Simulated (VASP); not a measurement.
# NiO (Fm-3m) in VASP: further runs

NiO is run at these levels: PBEsol; tasks: single point, relaxation of cell and atoms.

Program: VASP 6.6.1. These are calculated values, not measurements. Logs are shortened: lines on timing, memory, paths and dates and some standing lists are left out, and cuts for length are marked.

**The experiment to reproduce.**

“Local correlations, non-local screening, multiplets, and band formation in NiO”, 2012, arxiv:1210.6675 quotes, for a bulk crystal of NiO: band gap 4.3 eV.

The results are compared with them further down.

### Step 1. The cell of the first run

Symmetry: Fm-3m, No. 225, cubic system. The conventional cell has a = 4.116 Å, b = 4.116 Å, c = 4.116 Å, α = 90.00°, β = 90.00°, γ = 90.00°. Ni (site symmetry m-3m) has 6 O at 2.06 Å within 2.7 Å. Within 2.7 Å of O (site symmetry m-3m) lie 6 Ni at 2.06 Å.

### Step 2. Single point, PBEsol, collinear spin, ferromagnetic start

INCAR reads:

```
PREC = Accurate ; ENCUT = 520
EDIFF = 1E-7 ; ISMEAR = 0
SIGMA = 0.15 ; LREAL = False
LASPH = True ; NELM = 150
ALGO = Normal ; ISIF = 2
LWAVE = False ; LCHARG = True
ISPIN = 2 ; MAGMOM = 1.14 0.2
LORBIT = 11 ; LMAXMIX = 4
GGA = PS ; LELF = True
LVHAR = True ; NBANDS = 19
```

KPOINTS reads:

```
regular mesh
0
Gamma
  14 14 14
```

POSCAR reads:

```
NiO
1.0
    0.0000000000      2.0580571402      2.0580571402
    2.0580571402      0.0000000000      2.0580571402
    2.0580571402      2.0580571402      0.0000000000
Ni O
1 1
Direct
    0.0000000000      0.0000000000      0.0000000000
    0.5000000000      0.5000000000      0.5000000000
```

Potentials or basis: VASP PAW PBE potentials, release 64 (Ni, O).

The run is started by

```console
$ cat potpaw_PBE.64/Ni/POTCAR potpaw_PBE.64/O/POTCAR > POTCAR
$ mpirun -np 1 vasp_std > vasp.out
```

OUTCAR:

```text
PREC = Accurate
   ENCUT = 520
   EDIFF = 1E-7
   ISMEAR = 0
   LREAL = False
   LASPH = True
   NELM = 150
   ISIF = 2
   ISPIN = 2
   LORBIT = 11
   GGA = PS

 ion  position               nearest neighbor table
   1  0.000  0.000  0.000-   2 2.06   2 2.06   2 2.06   2 2.06   2 2.06   2 2.06
   2  0.500  0.500  0.500-   1 2.06   1 2.06   1 2.06   1 2.06   1 2.06   1 2.06

  LATTYP: Found a face centered cubic cell.
 ALAT       =     4.1161142804

  Lattice vectors:

 A1 = (   0.0000000000,   2.0580571402,   2.0580571402)
 A2 = (   2.0580571402,   0.0000000000,   2.0580571402)
 A3 = (   2.0580571402,   2.0580571402,   0.0000000000)

Analysis of symmetry for initial positions (statically):
=====================================================================
 Subroutine PRICEL returns:
 Original cell was already a primitive cell.

 Routine SETGRP: Setting up the symmetry group for a
 face centered cubic supercell.

 Subroutine GETGRP returns: Found 48 space group operations
 (whereof 48 operations were pure point group operations)
 out of a pool of 48 trial point group operations.

The static configuration has the point symmetry O_h .

Analysis of symmetry for dynamics (positions and initial velocities):
=====================================================================
 Subroutine PRICEL returns:
 Original cell was already a primitive cell.

 Routine SETGRP: Setting up the symmetry group for a
 face centered cubic supercell.

 Subroutine GETGRP returns: Found 48 space group operations
 (whereof 48 operations were pure point group operations)
 out of a pool of 48 trial point group operations.

The dynamic configuration has the point symmetry O_h .

Analysis of structural, dynamic, and magnetic symmetry:
=====================================================================
 Subroutine PRICEL returns:
 Original cell was already a primitive cell.

 Routine SETGRP: Setting up the symmetry group for a
 face centered cubic supercell.

 Subroutine GETGRP returns: Found 48 space group operations
 (whereof 48 operations were pure point group operations)
 out of a pool of 48 trial point group operations.

The overall configuration has the point symmetry O_h .

 Subroutine INISYM returns: Found 48 space group operations
 (whereof 48 operations are pure point group operations),
 and found     1 'primitive' translations

----------------------------------------------------------------------------------------

                                     Primitive cell

  volume of cell :      17.4342

  direct lattice vectors                    reciprocal lattice vectors
     0.000000000  2.058057140  2.058057140    -0.242947579  0.242947579  0.242947579
     2.058057140  0.000000000  2.058057140     0.242947579 -0.242947579  0.242947579
     2.058057140  2.058057140  0.000000000     0.242947579  0.242947579 -0.242947579

  length of vectors
     2.910532320  2.910532320  2.910532320     0.420797551  0.420797551  0.420797551

  position of ions in fractional coordinates (direct lattice)
     0.000000000  0.000000000  0.000000000
     0.500000000  0.500000000  0.500000000

  ion indices of the primitive-cell ions
   primitive index   ion index
                 1           1
                 2           2

----------------------------------------------------------------------------------------

 KPOINTS: regular mesh

Automatic generation of k-mesh.
 Grid dimensions read from file:
 generate k-points for:   14   14   14

 Generating k-lattice:

  Cartesian coordinates                     Fractional coordinates (reciprocal lattice)
    -0.017353399  0.017353399  0.017353399     0.071428571  0.000000000  0.000000000
     0.017353399 -0.017353399  0.017353399     0.000000000  0.071428571  0.000000000
     0.017353399  0.017353399 -0.017353399     0.000000000  0.000000000  0.071428571

  Length of vectors
     0.030056968  0.030056968  0.030056968

  Shift w.r.t. Gamma in fractional coordinates (k-lattice)
     0.000000000  0.000000000  0.000000000

 Subroutine IBZKPT returns following result:
 ===========================================

 Found    104 irreducible k-points:

 Following reciprocal coordinates:
            Coordinates               Weight
  0.000000  0.000000  0.000000      1.000000
  0.071429  0.000000  0.000000      8.000000
  0.142857  0.000000  0.000000      8.000000
  0.214286  0.000000  0.000000      8.000000
  0.285714  0.000000  0.000000      8.000000
  0.357143  0.000000  0.000000      8.000000
[... 16 lines left out ...]
  0.214286  0.142857  0.000000     24.000000
  0.285714  0.142857  0.000000     24.000000
 [... further k-points ...]
   k-points           NKPTS =    104   k-points in BZ     NKDIM =    104   number of bands    NBANDS=     19
   number of dos      NEDOS =    301   number of ions     NIONS =      2
   total plane-waves  NPLWV =  13824
   dimension x,y,z NGX =    24 NGY =   24 NGZ =   24
   dimension x,y,z NGXF=    48 NGYF=   48 NGZF=   48
   ions per type =               1   1
   NGX,Y,Z   is equivalent  to a cutoff of  13.71, 13.71, 13.71 a.u.
   NGXF,Y,Z  is equivalent  to a cutoff of  27.42, 27.42, 27.42 a.u.
 SYSTEM =  unknown system
   PREC   = accura    normal or accurate (medium, high low for compatibility)
   ISTART =      0    job   : 0-new  1-cont  2-samecut
   ICHARG =      2    charge: 1-file 2-atom 10-const
   ISPIN  =      2    spin polarized calculation?
   LNONCOLLINEAR =      F non collinear calculations
   LSORBIT =      F    spin-orbit coupling
   LASPH  =      T    aspherical Exc in radial PAW
   ENCUT  =  520.0 eV  38.22 Ry    6.18 a.u.   5.41  5.41  5.41*2*pi/ulx,y,z
   NELM   =    150;   NELMIN=  2; NELMDL= -5     # of ELM steps
   EDIFF  = 0.1E-06   stopping-criterion for ELM
   LREAL  =      F    real-space projection
   EDIFFG = 0.1E-05   stopping-criterion for IOM
   NSW    =      0    number of steps for IOM
   IBRION =     -1    ionic relax: 0-MD 1-quasi-New 2-CG
   NFREE  =      0    steps in history (QN), initial steepest desc. (CG)
   ISIF   =      2    stress and relaxation
   ISYM   =      2    0-nonsym 1-usesym 2-fastsym
   POTIM  = 0.5000    time-step for ionic-motion
   TEBEG  =    0.0;   TEEND  =   0.0 temperature during run
   PSTRESS=    0.0 pullay stress
   NELECT =      16.0000    total number of electrons
   NUPDOWN=      -1.0000    fix difference up-down
   EMIN   =  10.00;   EMAX   =-10.00  energy-range for DOS
   EFERMI =   0.00;   METHOD = LEGACY
   ISMEAR =     0;   SIGMA  =   0.15  broadening in eV -4-tet -1-fermi 0-gaus
   EFERMI_NEDOS =   21; number of points for ismear=-14 and -15
   IALGO  =     38    algorithm
   IMIX   =      4    mixing-type and parameters
     AMIX     =   0.40;   BMIX     =  1.00
     AMIX_MAG =   1.60;   BMIX_MAG =  1.00
  volume/ion in A,a.u.               =       8.72        58.83
  Fermi-wavevector in a.u.,A,eV,Ry     =   1.590917  3.006396 34.436556  2.531015
  Thomas-Fermi vector in A             =   2.689537
   LORBIT       =     11    0 simple, 1 ext, 2 COOP (PROOUT), +10 PAW based schemes
   GGA     = PS    functional components
   LHFCALC =     F    Hartree Fock is set to
   AEXX    =    0.0000 exact exchange contribution
   IVDW    =     0    specifies the selected vdW correction
   LEPSILON=     F    determine dielectric tensor
   LRPA    =     F    only Hartree local field effects (RPA)
 spin polarized calculation
 Gauss-broadening in eV      SIGMA  =   0.15
  energy-cutoff  :      520.00
  volume of cell :       17.43
 maximum number of plane-waves:       489
 NGX is ok and might be reduce to    24
   NGX = 11   NGY = 11   NGZ = 11

 number of electron      15.9999988 magnetization       1.0097788

 Free energy of the ion-electron system (eV)
  ---------------------------------------------------
  ext. energy  EPLUGINS =         0.00000000
  ---------------------------------------------------
  free energy    TOTEN  =       -12.40613930 eV

  energy without entropy =      -12.38674950  energy(sigma->0) =      -12.39644440

 E-fermi :   8.4006     XC(G=0): -13.2025

 val. band max:        8.3966336852   @ k =   0.5000   0.4286   0.0000
 cond. band min:       8.4068009399   @ k =  -0.4286   0.1429   0.0000
 fundamental gap:      0.0101672547
 Fermi energy:         8.4006388528

 spin component 1

 k-point     1 :       0.0000    0.0000    0.0000
  band No.  band energies     occupation
      1     -12.4595      1.00000
      2       5.0677      1.00000
      3       5.0677      1.00000
      4       5.0677      1.00000
      5       5.8985      1.00000
      6       5.8986      1.00000
[... 11 lines left out ...]
     18      34.8480      0.00000
     19      34.8480      0.00000

 k-point     2 :       0.0714    0.0000    0.0000
  band No.  band energies     occupation
      1     -12.3966      1.00000
      2       4.5488      1.00000
      3       4.6508      1.00000
      4       4.6508      1.00000
      5       6.0416      1.00000
      6       6.0417      1.00000
[... 476 lines left out ...]
 k-point    24 :       0.2857    0.1429    0.0000
  band No.  band energies     occupation
      1     -11.6773      1.00000
      2       1.6061      1.00000
      3       3.3165      1.00000
      4       3.5790      1.00000
      5       5.9740      1.00000
      6       6.4442      1.00000
[... 11 lines left out ...]
     18      39.1512      0.00000
     19      40.0804      0.00000

 [... further k-points ...]

 spin component 2

 k-point     1 :       0.0000    0.0000    0.0000
  band No.  band energies     occupation
      1     -12.2338      1.00000
      2       5.3330      1.00000
      3       5.3330      1.00000
      4       5.3330      1.00000
      5       6.5484      1.00000
      6       6.5485      1.00000
[... 11 lines left out ...]
     18      35.1947      0.00000
     19      35.1947      0.00000

 k-point     2 :       0.0714    0.0000    0.0000
  band No.  band energies     occupation
      1     -12.1701      1.00000
      2       4.8249      1.00000
      3       5.0643      1.00000
      4       5.0643      1.00000
      5       6.6205      1.00000
      6       6.6206      1.00000
[... 476 lines left out ...]
 k-point    24 :       0.2857    0.1429    0.0000
  band No.  band energies     occupation
      1     -11.4394      1.00000
      2       1.9407      1.00000
      3       3.7305      1.00000
      4       4.0034      1.00000
      5       6.5028      1.00000
      6       7.3386      1.00000
[... 11 lines left out ...]
     18      39.4343      0.00000
     19      40.3649      0.00000

 [... further k-points ...]
[... 5 lines left out ...]
  --------------------------------------------------------------------------------------
  -------------------------------------------------------------------------------------
  Total       -0.1457023     -0.1457023     -0.1457023      0.0000000      0.0000000      0.0000000
  in kB      -13.3898219    -13.3898219    -13.3898219      0.0000000      0.0000000      0.0000000
  external PRESSURE =     -13.3898219 kB  Pullay stress =       0.0000000 kB

 VOLUME and BASIS-vectors are now :
 -----------------------------------------------------------------------------
  energy-cutoff  :      520.00
  volume of cell :       17.43
      direct lattice vectors                 reciprocal lattice vectors
     0.000000000  2.058057140  2.058057140    -0.242947579  0.242947579  0.242947579
     2.058057140  0.000000000  2.058057140     0.242947579 -0.242947579  0.242947579
     2.058057140  2.058057140  0.000000000     0.242947579  0.242947579 -0.242947579

 POSITION                                       TOTAL-FORCE (eV/Angst)
 -----------------------------------------------------------------------------------
      0.00000      0.00000      0.00000         0.000000      0.000000      0.000000
      2.05806      2.05806      2.05806         0.000000     -0.000000      0.000000
 -----------------------------------------------------------------------------------
    total drift:                                0.000000     -0.000000     -0.000000

  FREE ENERGIE OF THE ION-ELECTRON SYSTEM (eV)
  ---------------------------------------------------
  free  energy   TOTEN  =       -12.4061393010 eV

  energy  without entropy=      -12.3867495024  energy(sigma->0) =      -12.39644440

 total charge

# of ion       s       p       d       tot
------------------------------------------
    1        0.347   0.436   8.344   9.128
    2        1.561   3.384   0.000   4.945
--------------------------------------------------
tot          1.908   3.819   8.344  14.072

 magnetization (x)

# of ion       s       p       d       tot
------------------------------------------
    1        0.009   0.011   0.832   0.853
    2        0.020   0.113   0.000   0.133
--------------------------------------------------
tot          0.029   0.125   0.832   0.986
```

Wall time 66 s (1 thread of Intel Xeon Platinum 8488C (Sapphire Rapids), shared host); peak memory 0.19 GiB.

Results:

| Item | Value |
| --- | --- |
| Free energy | -12.4061 eV |
| Pressure | -1.3 GPa |
| Net moment | 1.01 μB per cell |
| Site moments | Ni +0.85; O +0.13 μB |
| Valence electrons inside the program's atomic spheres | Ni 9.13; O 4.95 |

Caveat: the PAW data sets were made with another functional, which shifts forces and pressure a little; a cell with one magnetic atom can't hold antiferromagnetic order, which such compounds often take; semilocal functionals often make such compounds metallic where correlation or magnetic order opens a gap, which also shifts bond lengths.

(Part 1 of 3 ends here.)
